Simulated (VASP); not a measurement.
A run of VASP 6.6.1 is set up as follows.

The input INCAR:

```
PREC = Accurate ; ENCUT = 520
EDIFF = 1E-6 ; ISMEAR = 0
SIGMA = 0.05 ; LREAL = F
LASPH = T ; NELM = 100
ALGO = Normal ; ISIF = 2
LWAVE = F ; LCHARG = F
GGA = PS ; NBANDS = 16
```

KPOINTS

```
Automatic mesh
0
Gamma
  12 12 6
```

File POSCAR:

```
AlN
1.0
    3.3121200000      0.0000000000      0.0000000000
   -1.6560600000      2.8683800000      0.0000000000
    0.0000000000      0.0000000000      4.1875600000
Al N
2 2
Direct
    0.3333333333      0.6666666667      0.7500000000
    0.6666666667      0.3333333333      0.2500000000
    0.3333333333      0.6666666667      0.2500000000
    0.6666666667      0.3333333333      0.7500000000
```

Potentials or basis: VASP PAW PBE potentials, release 64 (Al, N).

Run with:

```sh
$ cat potpaw_PBE.64/Al/POTCAR potpaw_PBE.64/N/POTCAR > POTCAR
$ mpirun -np 1 vasp_std > vasp.out
```

Question: Estimate the band gap on the k mesh.

Answer: 3.19 eV, direct.

Question: Predict the pressure.

Answer: -3.5 GPa.

Stress tensor (GPa, compression positive):
```
-3.22  0.00  0.00
 0.00 -3.22  0.00
 0.00  0.00 -4.11
```

Caveat: the PAW data sets were made with another functional, which shifts forces and pressure a little. PBEsol gaps usually lie below the measured ones, often by a third to a half.
